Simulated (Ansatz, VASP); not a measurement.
**Two plane-wave programs on MgO**

```
CELL_PARAMETERS angstrom
3.48638 0.00000 0.00000
-1.74319 3.01929 0.00000
0.00000 0.00000 4.17804
ATOMIC_POSITIONS crystal
Mg 0.66667 0.33333 0.75000
Mg 0.33333 0.66667 0.25000
O 0.66667 0.33333 0.25000
O 0.33333 0.66667 0.75000
```

Alike in both runs: task single point; functional PBEsol; k mesh 9 × 9 × 6; occupations gaussian, width 0.05 eV; no spin polarisation.

|  | VASP | Ansatz |
| --- | --- | --- |
| version | VASP 6.6.1 | Ansatz 0.2.0 |
| potentials or method | VASP PAW PBE potentials, release 64 (Mg, O), cutoff 520 eV | scalar-relativistic, plane waves, PAW |
| valence electrons in the cell | 16 | 32 |

VASP gave:

| Property | Result |
| --- | --- |
| gap on the k mesh at the Fermi level (eV) | 3.31 |
| least direct gap on the mesh (eV) | 3.31 |
| pressure (GPa) | 0.8 |
| traceless stress, the component that is largest in VASP (GPa) | 0.19 |

Estimate Ansatz's values.

gap on the k mesh at the Fermi level (eV): 3.32; least direct gap on the mesh (eV): 3.32; pressure (GPa): 1.1; traceless stress, the component that is largest in VASP (GPa): 0.25.

VASP's potentials were made for PBE, not for PBEsol. VASP's potentials hold 16 valence electrons a cell and Ansatz's 32, so a difference there can come from the potentials and not from the codes.
